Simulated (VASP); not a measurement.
# TaRu5 (P-62m) in VASP: a series of runs

TaRu5 is run at these levels: PBE; tasks: single point.

All numbers are computed with VASP 6.6.1; they aren't measurements. Logs are shortened: lines on timing, memory, paths and dates and some standing lists are left out, and cuts for length are marked.

## (1) The cell of the first run

It takes space group P-62m (No. 189, hexagonal). Conventional cell: a = 4.739 Å, b = 4.739 Å, c = 4.299 Å, α = 90.00°, β = 90.00°, γ = 120.00°. Ta (site symmetry -62m) has 12 Ru at 2.67 to 2.74 Å within 3.5 Å. Ru (site symmetry m2m) has 2 Ta at 2.67 Å and 10 Ru at 2.67 to 2.74 Å within 3.5 Å. Ru (site symmetry -6) has 9 Ru at 2.67 to 2.74 Å and 3 Ta at 2.74 Å within 3.5 Å.

## (2) Single point, PBE

INCAR

```
SYSTEM = TaRu5
PREC = Accurate
ENCUT = 520
EDIFF = 1E-7
ISMEAR = 0
SIGMA = 0.1
LREAL = .FALSE.
LASPH = .TRUE.
NELM = 60
ALGO = Fast
ISIF = 2
LWAVE = .FALSE.
LCHARG = .FALSE.
GGA = PE
NBANDS = 50
```

KPOINTS

```
Automatic mesh
0
G
  6 6 4
  0 0 0
```

POSCAR

```
TaRu5
1.0
    4.7390721600      0.0000000000      0.0000000000
   -2.3695360800      4.1041568800      0.0000000000
    0.0000000000      0.0000000000      4.2988213500
Ta Ru
1 5
Direct
    0.0000000000      0.0000000000      0.5000000000
    0.0000000000      0.6666666700      0.0000000000
    0.6666666700      0.0000000000      0.0000000000
    0.3333333300      0.3333333300      0.0000000000
    0.3333333300      0.6666666700      0.5000000000
    0.6666666700      0.3333333300      0.5000000000
```

Potentials or basis: VASP PAW PBE potentials, release 64 (Ta_pv, Ru_pv).

Command:

```
$ cat potpaw_PBE.64/Ta_pv/POTCAR potpaw_PBE.64/Ru_pv/POTCAR > POTCAR
$ mpirun -np 1 vasp_std > vasp.out
```

OUTCAR:

```text
SYSTEM = TaRu5
   PREC = Accurate
   ENCUT = 520
   EDIFF = 1E-7
   ISMEAR = 0
   LREAL = .FALSE.
   LASPH = .TRUE.
   NELM = 60
   ISIF = 2
   GGA = PE

 ion  position               nearest neighbor table
   1  0.000  0.000  0.500-   2 2.67   4 2.67   2 2.67   4 2.67   3 2.67   3 2.67   6 2.74   5 2.74
                             5 2.74   6 2.74   6 2.74   5 2.74
   2  0.000  0.667  0.000-   1 2.67   1 2.67   5 2.67   5 2.67   6 2.67   6 2.67   4 2.74   3 2.74
                             3 2.74   3 2.74   4 2.74   4 2.74
   3  0.667  0.000  0.000-   6 2.67   6 2.67   1 2.67   1 2.67   5 2.67   5 2.67   2 2.74   4 2.74
                             2 2.74   4 2.74   4 2.74   2 2.74
   4  0.333  0.333  0.000-   1 2.67   1 2.67   5 2.67   5 2.67   6 2.67   6 2.67   2 2.74   3 2.74
                             3 2.74   2 2.74   3 2.74   2 2.74
   5  0.333  0.667  0.500-   2 2.67   2 2.67   3 2.67   3 2.67   4 2.67   4 2.67   6 2.74   1 2.74
                             6 2.74   1 2.74   1 2.74   6 2.74
   6  0.667  0.333  0.500-   3 2.67   3 2.67   2 2.67   2 2.67   4 2.67   4 2.67   5 2.74   1 2.74
                             5 2.74   1 2.74   1 2.74   5 2.74

  LATTYP: Found a hexagonal cell.
 ALAT       =     4.7390721600
 C/A-ratio  =     0.9071018978

  Lattice vectors:

 A1 = (   4.7390721600,   0.0000000000,   0.0000000000)
 A2 = (  -2.3695360800,   4.1041568800,   0.0000000000)
 A3 = (   0.0000000000,   0.0000000000,   4.2988213500)

Analysis of symmetry for initial positions (statically):
=====================================================================
 Subroutine PRICEL returns:
 Original cell was already a primitive cell.

 Routine SETGRP: Setting up the symmetry group for a
 hexagonal supercell.

 Subroutine GETGRP returns: Found 12 space group operations
 (whereof 12 operations were pure point group operations)
 out of a pool of 24 trial point group operations.

The static configuration has the point symmetry D_3h.

Analysis of symmetry for dynamics (positions and initial velocities):
=====================================================================
 Subroutine PRICEL returns:
 Original cell was already a primitive cell.

 Routine SETGRP: Setting up the symmetry group for a
 hexagonal supercell.

 Subroutine GETGRP returns: Found 12 space group operations
 (whereof 12 operations were pure point group operations)
 out of a pool of 24 trial point group operations.

The dynamic configuration has the point symmetry D_3h.

 Subroutine INISYM returns: Found 12 space group operations
 (whereof 12 operations are pure point group operations),
 and found     1 'primitive' translations

----------------------------------------------------------------------------------------

                                     Primitive cell

  volume of cell :      83.6116

  direct lattice vectors                    reciprocal lattice vectors
     4.739072160  0.000000000  0.000000000     0.211011769  0.121827702  0.000000000
    -2.369536080  4.104156880  0.000000000     0.000000000  0.243655403  0.000000000
     0.000000000  0.000000000  4.298821350     0.000000000  0.000000000  0.232621902

  length of vectors
     4.739072160  4.739072159  4.298821350     0.243655403  0.243655403  0.232621902

  position of ions in fractional coordinates (direct lattice)
     0.000000000  0.000000000  0.500000000
     0.000000000  0.666666670  0.000000000
     0.666666670  0.000000000  0.000000000
     0.333333330  0.333333330  0.000000000
     0.333333330  0.666666670  0.500000000
     0.666666670  0.333333330  0.500000000

  ion indices of the primitive-cell ions
   primitive index   ion index
                 1           1
                 2           2
                 3           3
                 4           4
                 5           5
                 6           6

----------------------------------------------------------------------------------------

 KPOINTS: Automatic mesh

Automatic generation of k-mesh.
 Grid dimensions read from file:
 generate k-points for:    6    6    4

 Generating k-lattice:

  Cartesian coordinates                     Fractional coordinates (reciprocal lattice)
     0.035168628  0.020304617  0.000000000     0.166666667  0.000000000  0.000000000
     0.000000000  0.040609234  0.000000000     0.000000000  0.166666667  0.000000000
     0.000000000  0.000000000  0.058155476     0.000000000  0.000000000  0.250000000

  Length of vectors
     0.040609234  0.040609234  0.058155476

  Shift w.r.t. Gamma in fractional coordinates (k-lattice)
     0.000000000  0.000000000  0.000000000

 Subroutine IBZKPT returns following result:
 ===========================================

 Found     21 irreducible k-points:

 Following reciprocal coordinates:
            Coordinates               Weight
  0.000000  0.000000  0.000000      1.000000
  0.166667  0.000000  0.000000      6.000000
  0.333333  0.000000  0.000000      6.000000
  0.500000  0.000000  0.000000      3.000000
  0.166667  0.166667  0.000000      6.000000
  0.333333  0.166667  0.000000     12.000000
[... 13 lines left out ...]
  0.333333  0.166667  0.500000     12.000000
  0.333333  0.333333  0.500000      2.000000
   k-points           NKPTS =     21   k-points in BZ     NKDIM =     21   number of bands    NBANDS=     50
   number of dos      NEDOS =    301   number of ions     NIONS =      6
   total plane-waves  NPLWV =  41472
   dimension x,y,z NGX =    36 NGY =   36 NGZ =   32
   dimension x,y,z NGXF=    72 NGYF=   72 NGZF=   64
   ions per type =               1   5
   NGX,Y,Z   is equivalent  to a cutoff of  12.63, 12.63, 12.38 a.u.
   NGXF,Y,Z  is equivalent  to a cutoff of  25.26, 25.26, 24.75 a.u.
 SYSTEM =  TaRu5
   PREC   = accura    normal or accurate (medium, high low for compatibility)
   ISTART =      0    job   : 0-new  1-cont  2-samecut
   ICHARG =      2    charge: 1-file 2-atom 10-const
   ISPIN  =      1    spin polarized calculation?
   LNONCOLLINEAR =      F non collinear calculations
   LSORBIT =      F    spin-orbit coupling
   LASPH  =      T    aspherical Exc in radial PAW
   ENCUT  =  520.0 eV  38.22 Ry    6.18 a.u.   8.81  8.81  7.99*2*pi/ulx,y,z
   NELM   =     60;   NELMIN=  2; NELMDL= -5     # of ELM steps
   EDIFF  = 0.1E-06   stopping-criterion for ELM
   LREAL  =      F    real-space projection
   EDIFFG = 0.1E-05   stopping-criterion for IOM
   NSW    =      0    number of steps for IOM
   IBRION =     -1    ionic relax: 0-MD 1-quasi-New 2-CG
   NFREE  =      0    steps in history (QN), initial steepest desc. (CG)
   ISIF   =      2    stress and relaxation
   ISYM   =      2    0-nonsym 1-usesym 2-fastsym
   POTIM  = 0.5000    time-step for ionic-motion
   TEBEG  =    0.0;   TEEND  =   0.0 temperature during run
   PSTRESS=    0.0 pullay stress
   NELECT =      81.0000    total number of electrons
   NUPDOWN=      -1.0000    fix difference up-down
   EMIN   =  10.00;   EMAX   =-10.00  energy-range for DOS
   EFERMI =   0.00;   METHOD = LEGACY
   ISMEAR =     0;   SIGMA  =   0.10  broadening in eV -4-tet -1-fermi 0-gaus
   EFERMI_NEDOS =   21; number of points for ismear=-14 and -15
   IALGO  =     68    algorithm
   IMIX   =      4    mixing-type and parameters
     AMIX     =   0.40;   BMIX     =  1.00
     AMIX_MAG =   1.60;   BMIX_MAG =  1.00
  volume/ion in A,a.u.               =      13.94        94.04
  Fermi-wavevector in a.u.,A,eV,Ry     =   1.619873  3.061116 35.701528  2.623988
  Thomas-Fermi vector in A             =   2.713903
   LORBIT       =      0    0 simple, 1 ext, 2 COOP (PROOUT), +10 PAW based schemes
   GGA     = PE    functional components
   LHFCALC =     F    Hartree Fock is set to
   AEXX    =    0.0000 exact exchange contribution
   IVDW    =     0    specifies the selected vdW correction
   LEPSILON=     F    determine dielectric tensor
   LRPA    =     F    only Hartree local field effects (RPA)
 non-spin polarized calculation
 RMM-DIIS sequential band-by-band and
 Gauss-broadening in eV      SIGMA  =   0.10
  energy-cutoff  :      520.00
  volume of cell :       83.61
 maximum number of plane-waves:      2265
 NGX is ok and might be reduce to    36
   NGX = 17   NGY = 17   NGZ = 15

 number of electron      81.0000042 magnetization

 Free energy of the ion-electron system (eV)
  ---------------------------------------------------
  ext. energy  EPLUGINS =         0.00000000
  ---------------------------------------------------
  free energy    TOTEN  =       -58.42414854 eV

  energy without entropy =      -58.39760172  energy(sigma->0) =      -58.41087513

 E-fermi :  11.6119     XC(G=0): -13.9588

 val. band max:       11.5606664884   @ k =   0.1667   0.0000   0.2500
 cond. band min:      11.6630778287   @ k =   0.3333   0.1667   0.2500
 fundamental gap:      0.1024113403
 Fermi energy:        11.6119173595

 k-point     1 :       0.0000    0.0000    0.0000
  band No.  band energies     occupation
      1     -31.5949      2.00000
      2     -31.3624      2.00000
      3     -31.3624      2.00000
      4     -31.2538      2.00000
      5     -31.2126      2.00000
      6     -31.1273      2.00000
[... 42 lines left out ...]
     49      15.3821      0.00000
     50      15.3821      0.00000

 k-point     2 :       0.1667    0.0000    0.0000
  band No.  band energies     occupation
      1     -31.5731      2.00000
      2     -31.3931      2.00000
      3     -31.3628      2.00000
      4     -31.2598      2.00000
      5     -31.2057      2.00000
      6     -31.1757      2.00000
[... 42 lines left out ...]
     49      15.4223      0.00000
     50      16.4081      0.00000

 k-point     3 :       0.3333    0.0000    0.0000
  band No.  band energies     occupation
      1     -31.5149      2.00000
      2     -31.4418      2.00000
      3     -31.3190      2.00000
      4     -31.2799      2.00000
      5     -31.2268      2.00000
      6     -31.2139      2.00000
[... 943 lines left out ...]
     49      14.3052      0.00000
     50      15.6855      0.00000

 k-point    21 :       0.3333    0.3333    0.5000
  band No.  band energies     occupation
      1     -31.4808      2.00000
      2     -31.4808      2.00000
      3     -31.4543      2.00000
      4     -31.2756      2.00000
      5     -31.2756      2.00000
      6     -31.2582      2.00000
[... 42 lines left out ...]
     49      14.1530      0.00000
     50      15.4952      0.00000

------------------------ aborting loop because EDIFF is reached ----------------------------------------

  FORCE on cell =-STRESS in cart. coord.  units (eV):
  Direction    XX          YY          ZZ          XY          YZ          ZX
  --------------------------------------------------------------------------------------
  -------------------------------------------------------------------------------------
  Total        5.7542007      5.7542007      6.8765552      0.0000000      0.0000000     -0.0000000
  in kB      110.2627740    110.2627740    131.7694844      0.0000000      0.0000000     -0.0000000
  external PRESSURE =     117.4316775 kB  Pullay stress =       0.0000000 kB

 VOLUME and BASIS-vectors are now :
 -----------------------------------------------------------------------------
  energy-cutoff  :      520.00
  volume of cell :       83.61
      direct lattice vectors                 reciprocal lattice vectors
     4.739072160  0.000000000  0.000000000     0.211011769  0.121827702  0.000000000
    -2.369536080  4.104156880  0.000000000     0.000000000  0.243655403  0.000000000
     0.000000000  0.000000000  4.298821350     0.000000000  0.000000000  0.232621902

 POSITION                                       TOTAL-FORCE (eV/Angst)
 -----------------------------------------------------------------------------------
      0.00000      0.00000      2.14941         0.000000      0.000000     -0.000000
     -1.57969      2.73610      0.00000         0.396573     -0.686884     -0.000000
      3.15938      0.00000      0.00000        -0.793146      0.000000      0.000000
      0.78985      1.36805      0.00000         0.396573      0.686884     -0.000000
     -0.00000      2.73610      2.14941         0.000000      0.000000     -0.000000
      2.36954      1.36805      2.14941         0.000000     -0.000000     -0.000000
 -----------------------------------------------------------------------------------
    total drift:                               -0.000000     -0.000000     -0.000000

  FREE ENERGIE OF THE ION-ELECTRON SYSTEM (eV)
  ---------------------------------------------------
  free  energy   TOTEN  =       -58.4241485424 eV

  energy  without entropy=      -58.3976017201  energy(sigma->0) =      -58.41087513
```

It took 98 s on 1 thread of Intel Xeon Platinum 8488C (Sapphire Rapids), shared host; peak memory 0.23 GiB.

Results:

```
Free energy            : -58.4241 eV
Pressure               : 11.7 GPa
Largest force          : 0.793 eV/Å
Band gap on the k mesh : zero (an odd number of electrons rules out a gap without spin polarisation)
```

Forces in eV/Å, atoms in the order of the input:
```
Ta   0.000  0.000  0.000
Ru   0.397 -0.687  0.000
Ru  -0.793  0.000  0.000
Ru   0.397  0.687  0.000
Ru   0.000  0.000  0.000
Ru   0.000  0.000  0.000
```

Levels at points of the mesh, in eV from the Fermi level:
```
           k point  band 38  band 39  band 40  band 41  band 42  band 43  band 44  band 45
(0.00, 0.00, 0.00)    -0.79    -0.79    -0.26    -0.26     1.15     1.45     1.45     1.64
(0.50, 0.00, 0.00)    -1.05    -0.58    -0.55     0.06     0.36     0.51     0.87     1.70
(0.00, 0.00, 0.50)    -1.81    -0.73    -0.73    -0.20    -0.20     1.14     1.14     1.27
(0.50, 0.00, 0.50)    -0.83    -0.38    -0.18     0.67     1.17     1.20     1.23     1.77
```

Caveat: the k points lie up to 0.37 Å⁻¹ apart, too coarse for converged energies and pressures of a metal; spin-orbit coupling is left out, which moves the levels of the heavy elements.

## (3) Single point, PBE

This run uses another cell than the first one, of 14.47 Å³/atom.

INCAR

```
SYSTEM = TaRu5
  PREC = Accurate
  ENCUT = 520
  EDIFF = 1E-7
  ISMEAR = 0
  SIGMA = 0.1
  LREAL = .FALSE.
  LASPH = .TRUE.
  NELM = 100
  ALGO = Fast
  ISIF = 2
  LWAVE = .FALSE.
  LCHARG = .FALSE.
  GGA = PE
  NBANDS = 50
```

KPOINTS

```
regular mesh
0
G
  6 6 4
  0 0 0
```

POSCAR

```
TaRu5
1.0
    4.7929478838      0.0000000000      0.0000000000
   -2.3964739419      4.1508146264      0.0000000000
    0.0000000000      0.0000000000      4.3638374033
Ta Ru
1 5
Direct
    0.0000000000      0.0000000000      0.5000000000
    0.0000000000      0.6539937851      0.0000000000
    0.6539937851      0.0000000000      0.0000000000
    0.3460062149      0.3460062149      0.0000000000
    0.3333333333      0.6666666667      0.5000000000
    0.6666666667      0.3333333333      0.5000000000
```

Potentials or basis: VASP PAW PBE potentials, release 64 (Ta_pv, Ru_pv).

Command:

```
$ cat potpaw_PBE.64/Ta_pv/POTCAR potpaw_PBE.64/Ru_pv/POTCAR > POTCAR
$ mpirun -np 1 vasp_std > vasp.out
```

It took 1.9 min on 1 thread of Intel Xeon Platinum 8488C (Sapphire Rapids), shared host; peak memory 0.23 GiB.

It converged, with:

```yaml
Free_energy: -58.6029 eV
Pressure: 0.0 GPa
Largest_force: 0.020 eV/Å
Band_gap_on_the_k_mesh: zero (an odd number of electrons rules out a gap without spin polarisation)
```

Forces in eV/Å, atoms in the order of the input:
```
Ta   0.000  0.000  0.000
Ru   0.010 -0.018  0.000
Ru  -0.020  0.000  0.000
Ru   0.010  0.018  0.000
Ru   0.000  0.000  0.000
Ru   0.000  0.000  0.000
```

Stress tensor (GPa, compression positive):
```
-0.01  0.00  0.00
 0.00 -0.01  0.00
 0.00  0.00 -0.13
```

Levels at points of the mesh, in eV from the Fermi level:
```
           k point  band 39  band 40  band 41  band 42  band 43  band 44
(0.00, 0.00, 0.00)    -0.74    -0.26    -0.26     1.02     1.50     1.50
(0.50, 0.00, 0.00)    -0.70    -0.59    -0.02     0.52     0.63     0.77
(0.00, 0.00, 0.50)    -0.66    -0.66    -0.21    -0.21     1.26     1.26
(0.50, 0.00, 0.50)    -0.22    -0.12     0.64     1.00     1.13     1.22
```

Caveat: spin-orbit coupling is left out, which moves the levels of the heavy elements.

The gap in the log of VASP goes by the Fermi energy; the results here count the filled bands.